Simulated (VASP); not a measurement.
# TlCl (Pm-3m) in VASP: a series of runs, part 2 of 2

VASP 6.6.1. Earlier steps stand in the parts before.

### Step 3. Relaxation of cell and atoms, PBE+D4

This run uses another cell than the first one, of 30.07 Å³/atom, 1.067 times its volume.

The input, INCAR:

```
  PREC = Accurate
  ENCUT = 500
  EDIFF = 1E-7
  ISMEAR = -1
  SIGMA = 0.02
  LREAL = False
  LASPH = True
  NELM = 120
  ALGO = Normal
  ISIF = 3
  LWAVE = False
  LCHARG = False
  GGA = PE
  IVDW = 13
  IBRION = 2
  NSW = 80
  EDIFFG = -0.005
  GGA_COMPAT = False
  NELMIN = 4
```

The input, KPOINTS:

```
regular mesh
0
Gamma
  6 6 6
```

The input, POSCAR:

```
TlCl
1.0
    3.9177631737      0.0000000000      0.0000000000
    0.0000000000      3.9177631737      0.0000000000
    0.0000000000      0.0000000000      3.9177631737
Tl Cl
1 1
Direct
    0.0000000000      0.0000000000      0.0000000000
    0.5000000000      0.5000000000      0.5000000000
```

Potentials or basis: VASP PAW PBE potentials, release 64 (Tl_d, Cl).

Started as:

```
> cat potpaw_PBE.64/Tl_d/POTCAR potpaw_PBE.64/Cl/POTCAR > POTCAR
> mpirun -np 1 vasp_std > vasp.out
```

OUTCAR:

```text
PREC = Accurate
   ENCUT = 500
   EDIFF = 1E-7
   ISMEAR = -1
   LREAL = False
   LASPH = True
   NELM = 120
   ISIF = 3
   GGA = PE
   IVDW = 13
   IBRION = 2
   NSW = 80
   EDIFFG = -0.005
   NELMIN = 4

 ion  position               nearest neighbor table
   1  0.000  0.000  0.000-   2 3.39   2 3.39   2 3.39   2 3.39   2 3.39   2 3.39   2 3.39   2 3.39

   2  0.500  0.500  0.500-   1 3.39   1 3.39   1 3.39   1 3.39   1 3.39   1 3.39   1 3.39   1 3.39

  LATTYP: Found a simple cubic cell.
 ALAT       =     3.9177631737

  Lattice vectors:

 A1 = (   3.9177631737,   0.0000000000,   0.0000000000)
 A2 = (   0.0000000000,   3.9177631737,   0.0000000000)
 A3 = (   0.0000000000,   0.0000000000,   3.9177631737)

Analysis of symmetry for initial positions (statically):
=====================================================================
 Subroutine PRICEL returns:
 Original cell was already a primitive cell.

 Routine SETGRP: Setting up the symmetry group for a
 simple cubic supercell.

 Subroutine GETGRP returns: Found 48 space group operations
 (whereof 48 operations were pure point group operations)
 out of a pool of 48 trial point group operations.

The static configuration has the point symmetry O_h .

Analysis of symmetry for dynamics (positions and initial velocities):
=====================================================================
 Subroutine PRICEL returns:
 Original cell was already a primitive cell.

 Routine SETGRP: Setting up the symmetry group for a
 simple cubic supercell.

 Subroutine GETGRP returns: Found 48 space group operations
 (whereof 48 operations were pure point group operations)
 out of a pool of 48 trial point group operations.

The dynamic configuration has the point symmetry O_h .

 Subroutine INISYM returns: Found 48 space group operations
 (whereof 48 operations are pure point group operations),
 and found     1 'primitive' translations

----------------------------------------------------------------------------------------

                                     Primitive cell
[... 87 lines left out ...]
   LREAL  =      F    real-space projection
   EDIFFG = -.5E-02   stopping-criterion for IOM
   NSW    =     80    number of steps for IOM
   IBRION =      2    ionic relax: 0-MD 1-quasi-New 2-CG
   NFREE  =      1    steps in history (QN), initial steepest desc. (CG)
   ISIF   =      3    stress and relaxation
   ISYM   =      2    0-nonsym 1-usesym 2-fastsym
   POTIM  = 0.5000    time-step for ionic-motion
   TEBEG  =    0.0;   TEEND  =   0.0 temperature during run
   PSTRESS=    0.0 pullay stress
   NELECT =      20.0000    total number of electrons
   NUPDOWN=      -1.0000    fix difference up-down
   EMIN   =  10.00;   EMAX   =-10.00  energy-range for DOS
   EFERMI =   0.00;   METHOD = LEGACY
   ISMEAR =    -1;   SIGMA  =   0.02  broadening in eV -4-tet -1-fermi 0-gaus
   EFERMI_NEDOS =   21; number of points for ismear=-14 and -15
   IALGO  =     38    algorithm
   IMIX   =      4    mixing-type and parameters
     AMIX     =   0.40;   BMIX     =  1.00
     AMIX_MAG =   1.60;   BMIX_MAG =  1.00
  volume/ion in A,a.u.               =      30.07       202.90
  Fermi-wavevector in a.u.,A,eV,Ry     =   1.134262  2.143444 17.504574  1.286550
  Thomas-Fermi vector in A             =   2.270966
   LORBIT       =      0    0 simple, 1 ext, 2 COOP (PROOUT), +10 PAW based schemes
   GGA     = PE    functional components
   LHFCALC =     F    Hartree Fock is set to
   AEXX    =    0.0000 exact exchange contribution
   IVDW    =    13    specifies the selected vdW correction
   LEPSILON=     F    determine dielectric tensor
   LRPA    =     F    only Hartree local field effects (RPA)
 conjugate gradient relaxation of ions
 non-spin polarized calculation
  energy-cutoff  :      500.00
  volume of cell :       60.13
 maximum number of plane-waves:      1568
 NGX is ok and might be reduce to    30
   NGX = 15   NGY = 15   NGZ = 15

--------------------------------------- Ionic step        1  -------------------------------------------

 number of electron      19.9999992 magnetization

 Free energy of the ion-electron system (eV)
  ---------------------------------------------------
  ext. energy  EPLUGINS =         0.00000000
  ---------------------------------------------------
  free energy    TOTEN  =        -6.01466835 eV

  energy without entropy =       -6.01466835  energy(sigma->0) =       -6.01466835

------------------------ aborting loop because EDIFF is reached ----------------------------------------

  DFT-D4 for vdW energy calculation

  Edisp (eV):   -0.74170
[... 311 lines left out ...]
--------------------------------------- Ionic step        9  -------------------------------------------

 number of electron      19.9999996 magnetization

 Free energy of the ion-electron system (eV)
  ---------------------------------------------------
  ext. energy  EPLUGINS =         0.00000000
  ---------------------------------------------------
  free energy    TOTEN  =        -6.00905088 eV

  energy without entropy =       -6.00905088  energy(sigma->0) =       -6.00905088

 E-fermi :   2.1767     XC(G=0):  -8.7089

 val. band max:        1.7697900880   @ k =   0.5000   0.0000   0.0000
 cond. band min:       4.0557892436   @ k =   0.5000   0.0000   0.0000
 fundamental gap:      2.2859991556
 Fermi energy:         2.1767302083

 k-point     1 :       0.0000    0.0000    0.0000
  band No.  band energies     occupation
      1     -11.4933      2.00000
      2      -8.0163      2.00000
      3      -8.0163      2.00000
      4      -7.8264      2.00000
      5      -7.8264      2.00000
      6      -7.8264      2.00000
      7      -2.5880      2.00000
      8       0.6350      2.00000
      9       0.6350      2.00000
     10       0.6350      2.00000
     11       9.2548      0.00000
     12       9.2548      0.00000
     13       9.2548      0.00000
     14       9.8111      0.00000
[... 354 lines left out ...]
  FREE ENERGIE OF THE ION-ELECTRON SYSTEM (eV)
  ---------------------------------------------------
  free  energy   TOTEN  =        -6.7984410679 eV

  energy  without entropy=       -6.7984410679  energy(sigma->0) =       -6.79844107

 reached required accuracy - stopping structural energy minimisation
```

Run time: 47 s. Hardware: 1 thread of Intel Xeon 6975P-C (Granite Rapids), shared host; peak memory 0.18 GiB.

What came out:

| Property | Result |
| --- | --- |
| Free energy | -6.7984 eV |
| Relaxed volume | 30.81 Å³/atom |
| Relaxed cell | a = 3.950 Å, b = 3.950 Å, c = 3.950 Å, α = 90.00°, β = 90.00°, γ = 90.00° |
| Space group after relaxing (to 0.05 Å) | Pm-3m (No. 221) |
| Energy gained by relaxing | 21.0 meV/atom |
| Ionic steps | 9 |
| Pressure after relaxing | 0.0 GPa |
| Band gap on the k mesh | 2.29 eV, direct |
| Dispersion energy per atom | -0.395 eV |

Step by step:
```
step  energy change (eV)  largest force (eV/Å)  pressure (GPa)  volume (Å³)
   1              0.0000                0.0000           10.03        60.13
   2              0.3261                0.0000           -4.32        78.05
   3              0.1498                0.0000           -3.90        71.27
   4              0.0677                0.0000           -3.36        67.62
   5             -0.0127                0.0000           -3.18        63.80
   6             -0.0409                0.0000           -1.05        61.95
   7             -0.0403                0.0000            1.70        61.26
   8             -0.0420                0.0000           -0.23        61.69
   9             -0.0421                0.0000            0.02        61.62
```

Final structure:
```xyz
2
Lattice="3.9498 0.0000 0.0000 0.0000 3.9498 0.0000 0.0000 0.0000 3.9498" Properties=species:S:1:pos:R:3 pbc="T T T"
Tl    0.0000    0.0000    0.0000
Cl    1.9749    1.9749    1.9749
```

Caveat: spin-orbit coupling is left out, which moves the levels of the heavy elements.

### Step 4. Relaxation of cell and atoms, r2SCAN+rVV10

This run uses another cell than the first one, of 30.07 Å³/atom, 1.067 times its volume.

POSCAR is that of step 3.

The input, INCAR.step1:

```
  PREC = Accurate
  ENCUT = 550
  ISMEAR = -1
  SIGMA = 0.02
  LREAL = F
  LASPH = T
  NELM = 120
  GGA = PE
  ALGO = Normal
  EDIFF = 1E-5
  LWAVE = T
  LCHARG = F
  GGA_COMPAT = F
  IBRION = 2
  ISIF = 3
  EDIFFG = -0.005
  NELMIN = 4
  NSW = 100
```

The input, INCAR.step2:

```
  PREC = Accurate
  ENCUT = 550
  EDIFF = 1E-7
  ISMEAR = -1
  SIGMA = 0.02
  LREAL = F
  LASPH = T
  NELM = 120
  ALGO = Normal
  ISIF = 3
  LWAVE = F
  LCHARG = F
  METAGGA = R2SCAN
  LMIXTAU = T
  LUSE_VDW = T
  IVDW_NL = 2
  BPARAM = 11.95
  CPARAM = 0.0093
  IBRION = 2
  NSW = 80
  EDIFFG = -0.005
  ISTART = 1
  GGA_COMPAT = F
  NELMIN = 4
```

KPOINTS is that of step 3.

Started as:

```
> cat potpaw_PBE.64/Tl_d/POTCAR potpaw_PBE.64/Cl/POTCAR > POTCAR
> cp INCAR.step1 INCAR
> mpirun -np 1 vasp_std > vasp.out
> cp INCAR.step2 INCAR
> mpirun -np 1 vasp_std > vasp.out
```

Wall time 4.3 min (1 thread of Intel Xeon 6975P-C (Granite Rapids), shared host); peak memory 0.29 GiB.

The run converged. Its results:

| Quantity | Value |
| --- | --- |
| Free energy | -60.9748 eV |
| Relaxed volume | 27.38 Å³/atom |
| Relaxed cell | a = 3.797 Å, b = 3.797 Å, c = 3.797 Å, α = 90.00°, β = 90.00°, γ = 90.00° |
| Space group after relaxing (to 0.05 Å) | Pm-3m (No. 221) |
| Energy gained by relaxing | 21.8 meV/atom |
| Ionic steps | 5 |
| Pressure after relaxing | 0.0 GPa |
| Band gap on the k mesh | 2.38 eV, direct |

The path:
```tsv
step	energy change (eV)	largest force (eV/Å)	pressure (GPa)	volume (Å³)
1	0.0000	0.0000	-2.37	60.13
2	-0.0394	0.0000	-0.84	56.34
3	-0.0436	0.0000	-0.08	54.85
4	-0.0436	0.0000	0.04	54.71
5	-0.0436	0.0000	0.00	54.76
```

Final structure:
```
Tl Cl
1.0
     3.79743    0.00000    0.00000
     0.00000    3.79743    0.00000
     0.00000    0.00000    3.79743
Tl Cl
1 1
Direct
  0.00000 0.00000 0.00000
  0.50000 0.50000 0.50000
```

Levels at points of the mesh, in eV from the valence-band top:
```tsv
k point	band 7	band 8	band 9	band 10	band 11	band 12	band 13	band 14
(0.00, 0.00, 0.00)	-4.60	-1.77	-1.77	-1.77	8.22	8.43	8.43	8.43
(0.50, 0.00, 0.00)	-5.72	-1.31	-1.31	0.00	2.38	7.02	7.02	9.16
(0.50, 0.50, 0.00)	-3.39	-3.30	-3.30	-1.27	5.29	5.29	8.98	9.09
(0.50, 0.50, 0.50)	-2.29	-2.29	-2.29	-2.09	2.75	2.75	2.75	13.83
```

Caveat: the PAW data sets were made with another functional, which shifts forces and pressure a little; spin-orbit coupling is left out, which moves the levels of the heavy elements. A k mesh can miss the band edges.

### Step 5. Single point, PBE, non-collinear spin, zero start, spin-orbit coupling

This run uses another cell than the first one, of 27.30 Å³/atom, 0.969 times its volume.

The input, INCAR:

```
PREC = Accurate
ENCUT = 500
EDIFF = 1E-6
ISMEAR = 0
SIGMA = 0.01
LREAL = F
LASPH = T
NELM = 200
ALGO = Normal
ISIF = 2
LWAVE = F
LCHARG = F
MAGMOM = 0 0 0 0 0 0
LORBIT = 11
LSORBIT = T
GGA_COMPAT = F
LORBMOM = T
GGA = PE
NBANDS = 32
```

The input, KPOINTS:

```
Automatic mesh
0
Gamma
  6 6 6
```

The input, POSCAR:

```
TlCl
1.0
    3.7936347034      0.0000000000      0.0000000000
    0.0000000000      3.7936347034      0.0000000000
    0.0000000000      0.0000000000      3.7936347034
Tl Cl
1 1
Direct
    0.0000000000      0.0000000000      0.0000000000
    0.5000000000      0.5000000000      0.5000000000
```

Started as:

```
> cat potpaw_PBE.64/Tl_d/POTCAR potpaw_PBE.64/Cl/POTCAR > POTCAR
> mpirun -np 1 vasp_ncl > vasp.out
```

It took 28 s on 1 thread of Intel Xeon 6975P-C (Granite Rapids), shared host; peak memory 0.26 GiB.

Results (log left out):

```yaml
Free_energy: -6.1659 eV
Pressure: 2.0 GPa
Net_moment: 0.00 μB per cell
Valence_electrons_inside_the_program's_atomic_spheres: Tl 11.12; Cl 5.10
```

Moments on the atoms (μB; x, y, z):
```
Tl  0.00 0.00 0.00
Cl  0.00 0.00 0.00
```

### Step 6. Summary

| task | level | spin | cell | cutoff (eV) | smearing | gap on the mesh (eV) | pressure (GPa) | relaxed volume (Å³/atom) |
| --- | --- | --- | --- | --- | --- | --- | --- | --- |
| relaxation of cell and atoms | PBE+D3(BJ) | off | relaxed from a = 3.834 Å, 2 atoms | 500 | fermi-dirac 0.02 eV | 2.23 | 0.0 | 30.05 |
| relaxation of cell and atoms | PBE+D4 | off | relaxed from a = 3.918 Å, 2 atoms | 500 | fermi-dirac 0.02 eV | 2.29 | 0.0 | 30.81 |
| relaxation of cell and atoms | r2SCAN+rVV10 | off | relaxed from a = 3.918 Å, 2 atoms | 550 | fermi-dirac 0.02 eV | 2.38 | 0.0 | 27.38 |
| single point | PBE | non-collinear, zero start, SOC | a = 3.794 Å, 2 atoms | 500 | gaussian 0.01 eV | - | 2.0 | - |

Alike in all rows: potentials or basis VASP PAW PBE potentials, release 64 (Tl_d, Cl); k mesh 6 × 6 × 6.

Caveats: spin-orbit coupling is left out, which moves the levels of the heavy elements (some runs); the PAW data sets were made with another functional, which shifts forces and pressure a little (some runs).

Absolute energies hang on the potentials; compare differences alone.
